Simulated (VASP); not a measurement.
## ZnS: relaxation of the atoms with PBE

**Experimental background.**

“Electronic, vibrational, and thermodynamic properties of ZnS (zincblende and rocksalt structure)”, 2009, arxiv:0911.5022 quotes, for a bulk crystal of ZnS at 19 K: band gap 3.85 eV (direct).

Crystal: ZnS.

```
Zn S
1.0
     0.00000    2.70200    2.70200
     2.70200    0.00000    2.70200
     2.70200    2.70200    0.00000
Zn S
1 1
Cartesian
  1.3510 1.3510 1.3510
  0.0000 0.0000 0.0000
```

| Quantity | Value |
| --- | --- |
| Program | VASP 6.6.1 |
| Task | relaxation of the atoms |
| Functional | PBE |
| Potentials or basis | VASP PAW PBE potentials, release 64 (Zn, S) |
| Cutoff | 520 eV |
| k mesh | 9 × 9 × 9 |
| Occupations | fermi-dirac, width 0.02 eV |
| Spin | no spin polarisation |
| Dipole correction | no |
| Further INCAR settings | ALGO = Normal; EDIFF = 1e-06; IBRION = 2; EDIFFG = -0.02; NSW = 80 |

| Quantity | Value |
| --- | --- |
| Pressure after relaxing | 1.8 GPa |
| Band gap on the k mesh | 2.11 eV, direct |

Final structure:
```
CELL_PARAMETERS angstrom
0.00000 2.70200 2.70200
2.70200 0.00000 2.70200
2.70200 2.70200 0.00000
ATOMIC_POSITIONS crystal
Zn 0.25000 0.25000 0.25000
S 0.00000 0.00000 0.00000
```

Levels at points of the mesh, in eV from the valence-band top:
| k point | band 5 | band 6 | band 7 | band 8 | band 9 | band 10 | band 11 | band 12 | band 13 |
| --- | --- | --- | --- | --- | --- | --- | --- | --- | --- |
| (0.00, 0.00, 0.00) | -5.84 | -5.84 | 0.00 | 0.00 | 0.00 | 2.11 | 6.40 | 6.40 | 6.40 |

Wall time 9.2 s on 1 thread of Intel(R) Xeon(R) Platinum 8559C (Emerald Rapids), with other jobs on the host, peak memory 0.16 GiB.

Measured gap of ZnS: 3.85 eV (direct; 19 K; quoted in “Electronic, vibrational, and thermodynamic properties of ZnS (zincblende and rocksalt structure)”, 2009, arxiv:0911.5022). This calculation gives 2.11 eV (-1.74 eV). The value is that of PBE, without temperature or zero-point motion. Semilocal functionals fall short of measured gaps as a rule.

Caveat: the relaxation stopped at its first step, so nothing moved.
